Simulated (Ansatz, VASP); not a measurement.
Ir in VASP and in Ansatz

The input INCAR:

```
PREC = Accurate
ENCUT = 520
EDIFF = 1E-6
ISMEAR = 0
SIGMA = 0.15
LREAL = False
LASPH = True
NELM = 80
ALGO = Fast
ISIF = 2
LWAVE = False
LCHARG = True
GGA = PE
LELF = True
LVHAR = True
NBANDS = 10
```

Contents of KPOINTS:

```
regular mesh
0
Gamma
  22 22 22
```

The input POSCAR:

```
Ir
1.0
    0.0000000000      1.8670343463      2.1788290821
    1.8670343463      0.0000000000      2.1788290821
    1.8670343463      1.8670343463      0.0000000000
Ir
1
Direct
    0.0000000000      0.0000000000      0.0000000000
```

Input for Ansatz:

```yaml
crystal:
  lattice:
    - [0.0, 1.8670343463, 2.1788290821]
    - [1.8670343463, 0.0, 2.1788290821]
    - [1.8670343463, 1.8670343463, 0.0]
  atoms:
    - { symbol: Ir, position: [0.0, 0.0, 0.0] }
basis:
  ecutwfc: 420
kpoints:
  mp_grid: { grid: [22, 22, 22] }
hamiltonian:
  xc: pbe
  pseudopotentials: { kind: paw, azcp: { folder: soft_1 } }
scf:
  occupations: { method: gaussian, width: 0.15 }
output:
  forces: true
  stress: true
  eigenvalues: true
```

Alike in both runs: task single point; functional PBE; k mesh 22 × 22 × 22; occupations gaussian, width 0.15 eV; no spin polarisation.

```csv
,VASP,Ansatz
version,VASP 6.6.1,Ansatz 0.2.0
potentials or method,"VASP PAW PBE potentials, release 64 (Ir), cutoff 520 eV","scalar-relativistic, plane waves, PAW"
valence electrons in the cell,9,17
```

Ansatz gave:

* gap on the k mesh at the Fermi level (eV): none
* pressure (GPa): -9.0
* traceless stress, the component that is largest in VASP (GPa): -29.64

Q: Which values does VASP return?

A: gap on the k mesh at the Fermi level (eV): none; pressure (GPa): -8.5; traceless stress, the component that is largest in VASP (GPa): -29.44.

A gap of «none» marks a metal or a gap that the smearing closes. VASP's potentials hold 9 valence electrons a cell and Ansatz's 17, so a difference there can come from the potentials and not from the codes.

Spin-orbit coupling is off throughout.
